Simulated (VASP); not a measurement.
HfN, 4 atoms in the cell. It takes space group Cmcm (No. 63, orthorhombic). Conventional cell: a = 4.502 Å, b = 4.502 Å, c = 4.502 Å, α = 90.00°, β = 90.00°, γ = 90.00°. Hf (site symmetry m2m) has 6 N at 2.21 to 2.29 Å within 2.9 Å. N (site symmetry m2m) has 6 Hf at 2.21 to 2.29 Å within 2.9 Å.  This cell differs from its parent crystal: mode 4 frozen in at -0.043 Å and mode 11 at -0.022 Å (largest displacements).

```yaml
Program: VASP 6.6.1
Task: single point
Functional: PBEsol
Potentials_or_basis: VASP PAW PBE potentials, release 64 (Hf_pv, N)
Cutoff: 520 eV
k_mesh: 14 × 14 × 10
Occupations: gaussian, width 0.15 eV
Spin: no spin polarisation
Dipole_correction: no
Further_INCAR_settings: ALGO = Normal; EDIFF = 1e-07; NBANDS = 23
```

Potentials or basis: VASP PAW PBE potentials, release 64 (Hf_pv, N).

Run with:

```sh
$ cat potpaw_PBE.64/Hf_pv/POTCAR potpaw_PBE.64/N/POTCAR > POTCAR
$ mpirun -np 1 vasp_std > vasp.out
```

Hardware: 1 thread of Intel Xeon 6975P-C (shared host).

**Question.** Estimate the wall time of this run.

**Answer.** Wall time 3.9 min on 1 thread of Intel Xeon 6975P-C, on a shared host, peak memory 0.4 GiB. Counts: scf iterations 15, k points 342.
